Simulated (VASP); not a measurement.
Write the native input for VASP 6.6.1 that does the following.

```yaml
Task: single point
Functional: PBEsol
Potentials_or_basis: VASP PAW PBE potentials, release 64 (Ga_d, Sb, H)
Cutoff: 520 eV
k_mesh: 3 × 3 × 3
Occupations: fermi-dirac, width 0.1 eV
Spin: no spin polarisation
Dipole_correction: no
Further_INCAR_settings: ALGO = Normal; EDIFF = 1e-06; NBANDS = 46
```

The structure of Ga4Sb4H (a cell with a defect) lies in POSCAR:

```
Ga4Sb4H
1.0
    0.0000000000      6.1180000000      6.1180000000
    6.1180000000      0.0000000000      6.1180000000
    3.0590000000      3.0590000000      0.0000000000
Ga Sb H
4 4 1
Direct
    0.0000000000      0.0000000000      0.0000000000
    0.0000000000      0.5000000000      0.0000000000
    0.5000000000      0.0000000000      0.0000000000
    0.5000000000      0.5000000000      0.0000000000
    0.1250000000      0.1250000000      0.2500000000
    0.1250000000      0.6250000000      0.2500000000
    0.6250000000      0.1250000000      0.2500000000
    0.6250000000      0.6250000000      0.2500000000
    0.1211781628      0.2295184701      0.6493033671
```

One way to write it, as run:

INCAR

```
SYSTEM = Ga4Sb4H
  ALGO = Normal
  EDIFF = 1E-6
  ENCUT = 520
  GGA = PS
  ISIF = 2
  ISMEAR = -1
  LASPH = .True.
  LCHARG = .False.
  LREAL = .False.
  LWAVE = .False.
  NBANDS = 46
  NELM = 60
  PREC = Accurate
  SIGMA = 0.1
```

KPOINTS

```
k-points
0
Gamma
  3 3 3
  0 0 0
```

Potentials or basis: VASP PAW PBE potentials, release 64 (Ga_d, Sb, H).

Launch:

```bash
$ cat potpaw_PBE.64/Ga_d/POTCAR potpaw_PBE.64/Sb/POTCAR potpaw_PBE.64/H/POTCAR > POTCAR
$ mpirun -np 1 vasp_std > vasp.out
```

Results of the run:

```
Pressure      : 0.9 GPa
Largest force : 0.626 eV/Å
```

Caveat: the k points lie up to 0.59 Å⁻¹ apart; the PAW data sets were made with another functional, which shifts forces and pressure a little.

It took 100 s on 1 thread of Intel(R) Xeon(R) Platinum 8488C (Sapphire Rapids) (shared host), peak memory 0.4 GiB.
